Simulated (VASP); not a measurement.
# Al3GaN4 in VASP: further runs

Runs on Al3GaN4. Level: r2SCAN. Tasks: single point.

Program: VASP 6.6.1. These are calculated values, not measurements. Logs are shortened: lines on timing, memory, paths and dates and some standing lists are left out, and cuts for length are marked.

### 1 The cell of the first run

It takes space group P-43m (No. 215, cubic). Conventional cell: a = 4.577 Å, b = 4.577 Å, c = 4.577 Å, α = 90.00°, β = 90.00°, γ = 90.00°. Al (site symmetry -42m) has 4 N at 1.97 Å within 2.6 Å. Ga (site symmetry -43m) has 4 N at 2.03 Å within 2.7 Å. N (site symmetry 3m) has 3 Al at 1.97 Å and 1 Ga at 2.03 Å within 2.6 Å.

### 2 Single point, r2SCAN (strain +0.040 along x and y, +0.040 along z)

Contents of POSCAR:

```
Al3GaN4
1.0
    4.5772867843      0.0000000000      0.0000000000
    0.0000000000      4.5772867843      0.0000000000
    0.0000000000      0.0000000000      4.5772867843
Al Ga N
3 1 4
Direct
    0.5000000000      0.5000000000      0.0000000000
    0.5000000000      0.0000000000      0.5000000000
    0.0000000000      0.5000000000      0.5000000000
    0.0000000000      0.0000000000      0.0000000000
    0.7444581602      0.7444581602      0.2555418398
    0.7444581602      0.2555418398      0.7444581602
    0.2555418398      0.7444581602      0.7444581602
    0.2555418398      0.2555418398      0.2555418398
```

Contents of INCAR.step1:

```
SYSTEM = Al3GaN4
PREC = Accurate
ENCUT = 520
ISMEAR = 0
SIGMA = 0.05
LREAL = .FALSE.
LASPH = .TRUE.
NELM = 100
NBANDS = 31
GGA = PE
ALGO = Normal
EDIFF = 1E-4
LWAVE = .TRUE.
LCHARG = .FALSE.
```

Contents of INCAR.step2:

```
SYSTEM = Al3GaN4
PREC = Accurate
ENCUT = 520
EDIFF = 1E-7
ISMEAR = 0
SIGMA = 0.05
LREAL = .FALSE.
LASPH = .TRUE.
NELM = 100
ALGO = Normal
ISIF = 2
LWAVE = .FALSE.
LCHARG = .FALSE.
METAGGA = R2SCAN
LMIXTAU = .TRUE.
NBANDS = 31
ISTART = 1
```

Contents of KPOINTS:

```
Automatic mesh
0
G
  6 6 6
  0 0 0
```

Potentials or basis: VASP PAW PBE potentials, release 64 (Al, Ga_d, N).

Started as:

```bash
$ cat potpaw_PBE.64/Al/POTCAR potpaw_PBE.64/Ga_d/POTCAR potpaw_PBE.64/N/POTCAR > POTCAR
$ cp INCAR.step1 INCAR
$ mpirun -np 1 vasp_std > vasp.out
$ cp INCAR.step2 INCAR
$ mpirun -np 1 vasp_std > vasp.out
```

OUTCAR:

```text
SYSTEM = Al3GaN4
   PREC = Accurate
   ENCUT = 520
   EDIFF = 1E-7
   ISMEAR = 0
   LREAL = .FALSE.
   LASPH = .TRUE.
   NELM = 100
   ISIF = 2
   METAGGA = R2SCAN
   ISTART = 1

 ion  position               nearest neighbor table
   1  0.500  0.500  0.000-   5 1.97   6 1.97   7 1.97   8 1.97   2 3.24   3 3.24   2 3.24   3 3.24
                             2 3.24   2 3.24   3 3.24   3 3.24
   2  0.500  0.000  0.500-   5 1.97   6 1.97   7 1.97   8 1.97   1 3.24   3 3.24   1 3.24   1 3.24
                             3 3.24   1 3.24   3 3.24   3 3.24
   3  0.000  0.500  0.500-   5 1.97   6 1.97   7 1.97   8 1.97   1 3.24   2 3.24   1 3.24   2 3.24
                             1 3.24   2 3.24   1 3.24   2 3.24
   4  0.000  0.000  0.000-   5 2.03   6 2.03   7 2.03   8 2.03
   5  0.744  0.744  0.256-   1 1.97   2 1.97   3 1.97   4 2.03
   6  0.744  0.256  0.744-   1 1.97   2 1.97   3 1.97   4 2.03
   7  0.256  0.744  0.744-   1 1.97   2 1.97   3 1.97   4 2.03
   8  0.256  0.256  0.256-   1 1.97   2 1.97   3 1.97   4 2.03

  LATTYP: Found a simple cubic cell.
 ALAT       =     4.5772867843

  Lattice vectors:

 A1 = (   4.5772867843,   0.0000000000,   0.0000000000)
 A2 = (   0.0000000000,   4.5772867843,   0.0000000000)
 A3 = (   0.0000000000,   0.0000000000,   4.5772867843)

Analysis of symmetry for initial positions (statically):
=====================================================================
 Subroutine PRICEL returns:
 Original cell was already a primitive cell.

 Routine SETGRP: Setting up the symmetry group for a
 simple cubic supercell.

 Subroutine GETGRP returns: Found 24 space group operations
 (whereof 24 operations were pure point group operations)
 out of a pool of 48 trial point group operations.

The static configuration has the point symmetry T_d .

Analysis of symmetry for dynamics (positions and initial velocities):
=====================================================================
 Subroutine PRICEL returns:
 Original cell was already a primitive cell.

 Routine SETGRP: Setting up the symmetry group for a
 simple cubic supercell.

 Subroutine GETGRP returns: Found 24 space group operations
 (whereof 24 operations were pure point group operations)
 out of a pool of 48 trial point group operations.

The dynamic configuration has the point symmetry T_d .

 Subroutine INISYM returns: Found 24 space group operations
 (whereof 24 operations are pure point group operations),
 and found     1 'primitive' translations

----------------------------------------------------------------------------------------

                                     Primitive cell

  volume of cell :      95.9013

  direct lattice vectors                    reciprocal lattice vectors
     4.577286784  0.000000000  0.000000000     0.218470034  0.000000000  0.000000000
     0.000000000  4.577286784  0.000000000     0.000000000  0.218470034  0.000000000
     0.000000000  0.000000000  4.577286784     0.000000000  0.000000000  0.218470034

  length of vectors
     4.577286784  4.577286784  4.577286784     0.218470034  0.218470034  0.218470034

  position of ions in fractional coordinates (direct lattice)
     0.500000000  0.500000000  0.000000000
     0.500000000  0.000000000  0.500000000
     0.000000000  0.500000000  0.500000000
     0.000000000  0.000000000  0.000000000
     0.744458160  0.744458160  0.255541840
     0.744458160  0.255541840  0.744458160
     0.255541840  0.744458160  0.744458160
     0.255541840  0.255541840  0.255541840

  ion indices of the primitive-cell ions
   primitive index   ion index
                 1           1
                 2           2
                 3           3
                 4           4
                 5           5
                 6           6
                 7           7
                 8           8

----------------------------------------------------------------------------------------

 KPOINTS: Automatic mesh

Automatic generation of k-mesh.
 Grid dimensions read from file:
 generate k-points for:    6    6    6

 Generating k-lattice:

  Cartesian coordinates                     Fractional coordinates (reciprocal lattice)
     0.036411672  0.000000000  0.000000000     0.166666667  0.000000000  0.000000000
     0.000000000  0.036411672  0.000000000     0.000000000  0.166666667  0.000000000
     0.000000000  0.000000000  0.036411672     0.000000000  0.000000000  0.166666667

  Length of vectors
     0.036411672  0.036411672  0.036411672

  Shift w.r.t. Gamma in fractional coordinates (k-lattice)
     0.000000000  0.000000000  0.000000000

 Subroutine IBZKPT returns following result:
 ===========================================

 Found     20 irreducible k-points:

 Following reciprocal coordinates:
            Coordinates               Weight
  0.000000  0.000000  0.000000      1.000000
  0.166667  0.000000  0.000000      6.000000
  0.333333  0.000000  0.000000      6.000000
  0.500000  0.000000  0.000000      3.000000
  0.166667  0.166667  0.000000     12.000000
  0.333333  0.166667  0.000000     24.000000
[... 12 lines left out ...]
  0.500000  0.500000  0.333333      6.000000
  0.500000  0.500000  0.500000      1.000000
   k-points           NKPTS =     20   k-points in BZ     NKDIM =     20   number of bands    NBANDS=     31
   number of dos      NEDOS =    301   number of ions     NIONS =      8
   total plane-waves  NPLWV =  46656
   dimension x,y,z NGX =    36 NGY =   36 NGZ =   36
   dimension x,y,z NGXF=    72 NGYF=   72 NGZF=   72
   ions per type =               3   1   4
   NGX,Y,Z   is equivalent  to a cutoff of  13.08, 13.08, 13.08 a.u.
   NGXF,Y,Z  is equivalent  to a cutoff of  26.15, 26.15, 26.15 a.u.
 SYSTEM =  Al3GaN4
   PREC   = accura    normal or accurate (medium, high low for compatibility)
   ISTART =      1    job   : 0-new  1-cont  2-samecut
   ICHARG =      0    charge: 1-file 2-atom 10-const
   ISPIN  =      1    spin polarized calculation?
   LNONCOLLINEAR =      F non collinear calculations
   LSORBIT =      F    spin-orbit coupling
   LASPH  =      T    aspherical Exc in radial PAW
   ENCUT  =  520.0 eV  38.22 Ry    6.18 a.u.   8.51  8.51  8.51*2*pi/ulx,y,z
   NELM   =    100;   NELMIN=  2; NELMDL=  0     # of ELM steps
   EDIFF  = 0.1E-06   stopping-criterion for ELM
   LREAL  =      F    real-space projection
   EDIFFG = 0.1E-05   stopping-criterion for IOM
   NSW    =      0    number of steps for IOM
   IBRION =     -1    ionic relax: 0-MD 1-quasi-New 2-CG
   NFREE  =      0    steps in history (QN), initial steepest desc. (CG)
   ISIF   =      2    stress and relaxation
   ISYM   =      2    0-nonsym 1-usesym 2-fastsym
   POTIM  = 0.5000    time-step for ionic-motion
   TEBEG  =    0.0;   TEEND  =   0.0 temperature during run
   PSTRESS=    0.0 pullay stress
   NELECT =      42.0000    total number of electrons
   NUPDOWN=      -1.0000    fix difference up-down
   EMIN   =  10.00;   EMAX   =-10.00  energy-range for DOS
   EFERMI =   0.00;   METHOD = LEGACY
   ISMEAR =     0;   SIGMA  =   0.05  broadening in eV -4-tet -1-fermi 0-gaus
   EFERMI_NEDOS =   21; number of points for ismear=-14 and -15
   IALGO  =     38    algorithm
   IMIX   =      4    mixing-type and parameters
     AMIX     =   0.40;   BMIX     =  1.00
     AMIX_MAG =   1.60;   BMIX_MAG =  1.00
  volume/ion in A,a.u.               =      11.99        80.90
  Fermi-wavevector in a.u.,A,eV,Ry     =   1.243225  2.349355 21.029286  1.545609
  Thomas-Fermi vector in A             =   2.377545
   LORBIT       =      0    0 simple, 1 ext, 2 COOP (PROOUT), +10 PAW based schemes
   METAGGA = R2SCAN    functional components
   LHFCALC =     F    Hartree Fock is set to
   AEXX    =    0.0000 exact exchange contribution
   IVDW    =     0    specifies the selected vdW correction
   LEPSILON=     F    determine dielectric tensor
   LRPA    =     F    only Hartree local field effects (RPA)
 non-spin polarized calculation
 Gauss-broadening in eV      SIGMA  =   0.05
  energy-cutoff  :      520.00
  volume of cell :       95.90
 maximum number of plane-waves:      2601
 NGX is ok and might be reduce to    36
   NGX = 17   NGY = 17   NGZ = 17

 number of electron      42.0000007 magnetization

 Free energy of the ion-electron system (eV)
  ---------------------------------------------------
  ext. energy  EPLUGINS =         0.00000000
  ---------------------------------------------------
  free energy    TOTEN  =       -78.73344221 eV

  energy without entropy =      -78.73344221  energy(sigma->0) =      -78.73344221

 E-fermi :   4.7187     XC(G=0): -11.1914

 val. band max:        4.4192753010   @ k =   0.0000   0.0000   0.0000
 cond. band min:       7.5530760698   @ k =   0.0000   0.0000   0.0000
 fundamental gap:      3.1338007688
 Fermi energy:         4.7186656415

 k-point     1 :       0.0000    0.0000    0.0000
  band No.  band energies     occupation
      1     -10.8384      2.00000
      2      -9.4383      2.00000
      3      -9.4383      2.00000
      4      -9.4383      2.00000
      5      -8.7026      2.00000
      6      -8.7026      2.00000
[... 23 lines left out ...]
     30      16.1790      0.00000
     31      16.1790      0.00000

 k-point     2 :       0.1667    0.0000    0.0000
  band No.  band energies     occupation
      1     -10.7315      2.00000
      2      -9.4815      2.00000
      3      -9.4433      2.00000
      4      -9.4433      2.00000
      5      -8.7018      2.00000
      6      -8.6998      2.00000
[... 23 lines left out ...]
     30      16.3619      0.00000
     31      16.3619      0.00000

 k-point     3 :       0.3333    0.0000    0.0000
  band No.  band energies     occupation
      1     -10.4387      2.00000
      2      -9.6466      2.00000
      3      -9.4530      2.00000
      4      -9.4530      2.00000
      5      -8.7004      2.00000
      6      -8.6919      2.00000
[... 567 lines left out ...]
     30      15.4017      0.00000
     31      15.4570      0.00000

 k-point    20 :       0.5000    0.5000    0.5000
  band No.  band energies     occupation
      1      -9.7316      2.00000
      2      -9.7316      2.00000
      3      -9.7316      2.00000
      4      -9.2436      2.00000
      5      -8.6818      2.00000
      6      -8.6818      2.00000
[... 23 lines left out ...]
     30      15.2289      0.00000
     31      15.2290      0.00000

------------------------ aborting loop because EDIFF is reached ----------------------------------------

  FORCE on cell =-STRESS in cart. coord.  units (eV):
  Direction    XX          YY          ZZ          XY          YZ          ZX
  --------------------------------------------------------------------------------------
  -------------------------------------------------------------------------------------
  Total      -11.5927811    -11.5927811    -11.5927811     -0.0000000     -0.0000000     -0.0000000
  in kB     -193.6751259   -193.6751259   -193.6751259     -0.0000000     -0.0000000     -0.0000000
  external PRESSURE =    -193.6751259 kB  Pullay stress =       0.0000000 kB

 VOLUME and BASIS-vectors are now :
 -----------------------------------------------------------------------------
  energy-cutoff  :      520.00
  volume of cell :       95.90
      direct lattice vectors                 reciprocal lattice vectors
     4.577286784  0.000000000  0.000000000     0.218470034  0.000000000  0.000000000
     0.000000000  4.577286784  0.000000000     0.000000000  0.218470034  0.000000000
     0.000000000  0.000000000  4.577286784     0.000000000  0.000000000  0.218470034

 POSITION                                       TOTAL-FORCE (eV/Angst)
 -----------------------------------------------------------------------------------
      2.28864      2.28864      0.00000        -0.000000     -0.000000     -0.000000
      2.28864      0.00000      2.28864        -0.000000     -0.000000     -0.000000
      0.00000      2.28864      2.28864        -0.000000     -0.000000     -0.000000
      0.00000      0.00000      0.00000        -0.000000     -0.000000     -0.000000
      3.40760      3.40760      1.16969        -0.037109     -0.037109      0.037109
      3.40760      1.16969      3.40760        -0.037109      0.037109     -0.037109
      1.16969      3.40760      3.40760         0.037109     -0.037109     -0.037109
      1.16969      1.16969      1.16969         0.037109      0.037109      0.037109
 -----------------------------------------------------------------------------------
    total drift:                                0.000000      0.000000      0.000000

  FREE ENERGIE OF THE ION-ELECTRON SYSTEM (eV)
  ---------------------------------------------------
  free  energy   TOTEN  =       -78.7334422075 eV

  energy  without entropy=      -78.7334422075  energy(sigma->0) =      -78.73344221
```

Wall time 2.7 min (1 thread of Intel Xeon Platinum 8488C (Sapphire Rapids), shared host); peak memory 0.24 GiB.

What came out:

```
Free energy            : -78.7334 eV
Pressure               : -19.4 GPa
Largest force          : 0.064 eV/Å
Band gap on the k mesh : 3.13 eV
```

Forces on the atoms (eV/Å):
```
Al   0.000  0.000  0.000
Al   0.000  0.000  0.000
Al   0.000  0.000  0.000
Ga   0.000  0.000  0.000
N   -0.037 -0.037  0.037
N   -0.037  0.037 -0.037
N    0.037 -0.037 -0.037
N    0.037  0.037  0.037
```

Caveat: the cell differs from its parent crystal (strain +0.040 along x and y, +0.040 along z); the cell stands under tension; the PAW data sets were made with another functional, which shifts forces and pressure a little.

### 3 Single point, r2SCAN (strain +0.080 along x and y, +0.080 along z)

POSCAR, as its differences from that of step 2:

```diff
@@ -2,5 +2,5 @@
 1.0
-    4.5772867843      0.0000000000      0.0000000000
-    0.0000000000      4.5772867843      0.0000000000
-    0.0000000000      0.0000000000      4.5772867843
+    4.7533362760      0.0000000000      0.0000000000
+    0.0000000000      4.7533362760      0.0000000000
+    0.0000000000      0.0000000000      4.7533362760
 Al Ga N
```

Contents of INCAR.step1:

```
SYSTEM = Al3GaN4
ALGO = Normal
EDIFF = 1E-4
ENCUT = 520
GGA = PE
ISMEAR = 0
LASPH = .TRUE.
LCHARG = .FALSE.
LREAL = .FALSE.
LWAVE = .TRUE.
NBANDS = 31
NELM = 100
PREC = Accurate
SIGMA = 0.05
```

Contents of INCAR.step2:

```
SYSTEM = Al3GaN4
ALGO = Normal
EDIFF = 1E-7
ENCUT = 520
ISIF = 2
ISMEAR = 0
ISTART = 1
LASPH = .TRUE.
LCHARG = .TRUE.
LELF = .TRUE.
LMIXTAU = .TRUE.
LREAL = .FALSE.
LVHAR = .TRUE.
LWAVE = .FALSE.
METAGGA = R2SCAN
NBANDS = 31
NELM = 100
PREC = Accurate
SIGMA = 0.05
```

Contents of KPOINTS:

```
k-points
0
G
  6 6 6
  0 0 0
```

Potentials or basis: VASP PAW PBE potentials, release 64 (Al, Ga_d, N).

Started as:

```bash
$ cat potpaw_PBE.64/Al/POTCAR potpaw_PBE.64/Ga_d/POTCAR potpaw_PBE.64/N/POTCAR > POTCAR
$ cp INCAR.step1 INCAR
$ mpirun -np 1 vasp_std > vasp.out
$ cp INCAR.step2 INCAR
$ mpirun -np 1 vasp_std > vasp.out
```

Wall time 2.4 min (1 thread of Intel Xeon Platinum 8488C (Sapphire Rapids), shared host); peak memory 0.25 GiB.

Results (log left out):

| Item | Value |
| --- | --- |
| Free energy | -76.9181 eV |
| Pressure | -30.2 GPa |
| Largest force | 0.089 eV/Å |
| Band gap on the k mesh | 2.26 eV |

Forces on the atoms (eV/Å):
```
Al   0.000  0.000  0.000
Al   0.000  0.000  0.000
Al   0.000  0.000  0.000
Ga   0.000  0.000  0.000
N   -0.051 -0.051  0.051
N   -0.051  0.051 -0.051
N    0.051 -0.051 -0.051
N    0.051  0.051  0.051
```

Levels at points of the mesh, in eV from the valence-band top:
| k point | band 18 | band 19 | band 20 | band 21 | band 22 | band 23 | band 24 | band 25 |
| --- | --- | --- | --- | --- | --- | --- | --- | --- |
| (0.00, 0.00, 0.00) | -1.67 | 0.00 | 0.00 | 0.00 | 2.26 | 3.76 | 3.76 | 3.76 |
| (0.50, 0.00, 0.00) | -1.02 | -1.02 | -0.81 | -0.81 | 4.98 | 5.07 | 6.17 | 6.17 |
| (0.50, 0.50, 0.00) | -0.75 | -0.54 | -0.46 | -0.46 | 5.87 | 7.14 | 7.14 | 7.48 |
| (0.50, 0.50, 0.50) | -0.59 | -0.34 | -0.34 | -0.34 | 4.23 | 5.85 | 5.85 | 5.85 |

Caveat: the cell differs from its parent crystal (strain +0.080 along x and y, +0.080 along z); the cell stands under tension; the PAW data sets were made with another functional, which shifts forces and pressure a little.

### 4 Single point, r2SCAN (strain -0.080 along x and y, -0.040 along z)

POSCAR, as its differences from that of step 3:

```diff
@@ -2,5 +2,5 @@
 1.0
-    4.7533362760      0.0000000000      0.0000000000
-    0.0000000000      4.7533362760      0.0000000000
-    0.0000000000      0.0000000000      4.7533362760
+    4.0491383092      0.0000000000      0.0000000000
+    0.0000000000      4.0491383092      0.0000000000
+    0.0000000000      0.0000000000      4.2251878009
 Al Ga N
```

Contents of INCAR.step1:

```
SYSTEM = Al3GaN4
PREC = Accurate
ENCUT = 520
ISMEAR = 0
SIGMA = 0.05
LREAL = .False.
LASPH = .True.
NELM = 100
NBANDS = 31
GGA = PE
ALGO = Normal
EDIFF = 1E-4
LWAVE = .True.
LCHARG = .False.
```

Contents of INCAR.step2:

```
SYSTEM = Al3GaN4
PREC = Accurate
ENCUT = 520
EDIFF = 1E-7
ISMEAR = 0
SIGMA = 0.05
LREAL = .False.
LASPH = .True.
NELM = 100
ALGO = Normal
ISIF = 2
LWAVE = .False.
LCHARG = .False.
METAGGA = R2SCAN
LMIXTAU = .True.
NBANDS = 31
ISTART = 1
```

Contents of KPOINTS:

```
Automatic mesh
0
Gamma
  6 6 6
  0 0 0
```

Started as:

```bash
$ cat potpaw_PBE.64/Al/POTCAR potpaw_PBE.64/Ga_d/POTCAR potpaw_PBE.64/N/POTCAR > POTCAR
$ cp INCAR.step1 INCAR
$ mpirun -np 1 vasp_std > vasp.out
$ cp INCAR.step2 INCAR
$ mpirun -np 1 vasp_std > vasp.out
```

Run time: 4.8 min. Hardware: 1 thread of Intel Xeon Platinum 8488C (Sapphire Rapids), shared host; peak memory 0.22 GiB.

It converged, with:

```yaml
Free_energy: -76.6468 eV
Pressure: 64.9 GPa
Largest_force: 0.227 eV/Å
Band_gap_on_the_k_mesh: 3.98 eV (least direct gap 4.03 eV)
```

Forces on the atoms (eV/Å):
```
Al   0.000  0.000  0.000
Al   0.000  0.000  0.000
Al   0.000  0.000  0.000
Ga   0.000  0.000  0.000
N   -0.153 -0.153  0.069
N   -0.153  0.153 -0.069
N    0.153 -0.153 -0.069
N    0.153  0.153  0.069
```

Stress tensor (GPa, compression positive):
```
66.69  0.00  0.00
 0.00 66.69  0.00
 0.00  0.00 61.25
```

Levels at points of the mesh, in eV from the valence-band top:
```
           k point  band 17  band 18  band 19  band 20  band 21  band 22  band 23  band 24  band 25  band 26
(0.00, 0.00, 0.00)    -2.22    -2.22    -0.26    -0.05    -0.05     3.98     3.98     4.28     5.86     8.99
(0.50, 0.00, 0.00)    -2.77    -1.75    -1.69    -1.27    -1.21     7.27     7.39     7.39     7.43    11.16
(0.50, 0.50, 0.00)    -3.18    -0.90    -0.51    -0.44    -0.44     9.25     9.25     9.55     9.58    10.82
(0.00, 0.00, 0.50)    -3.03    -1.44    -1.44    -0.98    -0.98     6.89     6.89     7.16     7.17    11.50
(0.50, 0.00, 0.50)    -2.92    -1.26    -0.87    -0.83    -0.75     8.98     9.03     9.18     9.31    10.20
(0.50, 0.50, 0.50)    -0.81    -0.72    -0.56    -0.29    -0.29     7.99     9.45     9.45     9.47    11.65
```

Caveat: the cell differs from its parent crystal (strain -0.080 along x and y, -0.040 along z); the stress differs along the axes, from 61 to 67 GPa; the PAW data sets were made with another functional, which shifts forces and pressure a little.

(Part 1 of 2 ends here.)
